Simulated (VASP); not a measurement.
A run of VASP 6.6.1 is set up as follows.

Contents of INCAR:

```
SYSTEM = Sr
PREC = Accurate ; ENCUT = 500
EDIFF = 1E-6 ; ISMEAR = -1
SIGMA = 0.1 ; LREAL = .FALSE.
LASPH = .TRUE. ; NELM = 120
ALGO = Normal ; ISIF = 2
LWAVE = .FALSE. ; LCHARG = .FALSE.
NBANDS = 11 ; GGA_COMPAT = .FALSE.
```

Contents of KPOINTS:

```
regular mesh
0
G
  8 8 8
  0 0 0
```

Contents of POSCAR:

```
Sr
1.0
    0.0000000000      2.9589556154      2.9589556154
    2.9589556154      0.0000000000      2.9589556154
    2.9589556154      2.9589556154      0.0000000000
Sr
1
Direct
    0.0000000000      0.0000000000      0.0000000000
```

Potentials or basis: VASP PAW LDA potentials, release 64 (Sr_sv).

Launch:

```bash
$ cat potpaw_LDA.64/Sr_sv/POTCAR > POTCAR
$ mpirun -np 1 vasp_std > vasp.out
```

(1) Estimate the pressure.

Results:

(1) -0.8 GPa.
